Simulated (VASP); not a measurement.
Input of a VASP 6.6.1 run:

Contents of INCAR:

```
ALGO = Normal ; EDIFF = 1E-6
ENCUT = 520 ; GGA = PS
ISIF = 2 ; ISMEAR = 0
ISPIN = 2 ; LASPH = T
LCHARG = F ; LMAXMIX = 4
LORBIT = 11 ; LREAL = Auto
LWAVE = F ; MAGMOM = 0 0 0 0 0 0 0 0 0 0 0 0 0 0 0 0 0 0 1.1
NBANDS = 60 ; NELM = 150
PREC = Accurate ; SIGMA = 0.02
```

Contents of KPOINTS:

```
k-points
0
Gamma
  2 2 1
```

File POSCAR:

```
CoC18
1.0
    7.3980000000      0.0000000000      0.0000000000
   -3.6990000000      6.4068560000      0.0000000000
    0.0000000000      0.0000000000     12.0000000000
C Co
18 1
Direct
   -0.0029338275     -0.0074599772      0.0869504167
    0.2186599724      0.1034480875      0.0870008333
   -0.0025461444      0.3266611580      0.0826501667
    0.2190253854      0.4368301707      0.0829574167
   -0.0033127058      0.6591718309      0.0828701667
    0.2182623113      0.7693656608      0.0826164167
    0.3278010817     -0.0087062984      0.0858555000
    0.5516361317      0.1042252237      0.0818925833
    0.3301350137      0.3257252855      0.0852946667
    0.5524102762      0.4371952483      0.0870004167
    0.3291985628      0.6584057766      0.0826497500
    0.5511600188      0.7679637251      0.0858030000
    0.6641129404     -0.0082510049      0.0814518333
    0.8878923057      0.1046967499      0.0858113333
    0.6645705222      0.3280607524      0.0858460833
    0.8864890361      0.4375931034      0.0826189167
    0.6633238968      0.6587956714      0.0869473333
    0.8855827494      0.7702739066      0.0851907500
    0.6088175157      1.0469578214      0.2285916667
```

Potentials or basis: VASP PAW PBE potentials, release 64 (C, Co).

Launch:

```console
$ cat potpaw_PBE.64/C/POTCAR potpaw_PBE.64/Co/POTCAR > POTCAR
$ mpirun -np 1 vasp_std > vasp.out
```

Problem. Predict the band gap on the k mesh.

Solution. 0.10 eV.

Problem. What does it give for the site moments?

Solution. C +0.00, -0.01, -0.02, +0.01 (each value once); Co +1.06 μB.

Forces on the atoms (eV/Å):
```
C   -0.008 -0.001  0.001
C    0.008  0.003  0.004
C    0.005  0.014 -0.002
C   -0.012  0.005  0.003
C    0.010 -0.007  0.004
C    0.002 -0.012  0.002
C    0.001  0.010  0.004
C   -0.039  0.020 -0.056
C    0.005 -0.013 -0.004
C    0.001 -0.009 -0.003
C   -0.011  0.004 -0.002
C    0.012 -0.003 -0.008
C    0.025 -0.020 -0.050
C    0.016 -0.005 -0.002
C   -0.011 -0.007  0.007
C    0.011  0.007 -0.001
C   -0.002  0.011  0.000
C   -0.013  0.004 -0.006
Co  -0.002  0.001  0.109
```

Caveat: the k points lie up to 0.49 Å⁻¹ apart; there is no dipole correction, which matters where the two faces differ; the PAW data sets were made with another functional, which shifts forces and pressure a little.
